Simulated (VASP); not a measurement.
Set up this calculation in VASP 6.6.1, as the native input.

```yaml
Task: electric field gradients
Functional: PBE
Potentials_or_basis: VASP PAW PBE potentials, release 64 (Hf_pv)
Cutoff: 520 eV
k_mesh: 13 × 13 × 7
Occupations: fermi-dirac, width 0.05 eV
Spin: no spin polarisation
Dipole_correction: no
Further_INCAR_settings: ALGO = Normal; EDIFF = 1e-08; NBANDS = 17
```

The structure of Hf lies in POSCAR:

```
Hf
1.0
    3.1534945994      0.0000000000      0.0000000000
   -1.5767472997      2.7310064337      0.0000000000
    0.0000000000      0.0000000000      4.9894429718
Hf
2
Direct
    0.3333333333      0.6666666667      0.2500000000
    0.6666666667      0.3333333333      0.7500000000
```

This cell differs from its parent crystal: volume scaled by 0.96.

These files were run (other wordings do the same):

INCAR

```
PREC = Accurate ; ENCUT = 520
EDIFF = 1E-8 ; ISMEAR = -1
SIGMA = 0.05 ; LREAL = F
LASPH = T ; NELM = 60
ALGO = Normal ; ISIF = 2
LWAVE = F ; LCHARG = F
GGA = PE ; LEFG = T
NBANDS = 17
```

KPOINTS

```
regular mesh
0
Gamma
  13 13 7
```

Potentials or basis: VASP PAW PBE potentials, release 64 (Hf_pv).

The run is started by

```sh
$ cat potpaw_PBE.64/Hf_pv/POTCAR > POTCAR
$ mpirun -np 1 vasp_std > vasp.out
```

It gave:

```
Pressure               : 5.2 GPa
Band gap on the k mesh : zero (band 10 reaches 6.39 eV, above the bottom of band 11 at 4.82 eV)
```

Caveat: without QUAD_EFG the Cq values of the log hold for a quadrupole moment of 1 mb, not for the nuclei; spin-orbit coupling is left out, which moves the levels of the heavy elements.

Wall time 36 s on 1 thread of AMD EPYC 9R45 96-Core Processor (Zen 5), with other jobs on the host, peak memory 0.16 GiB.
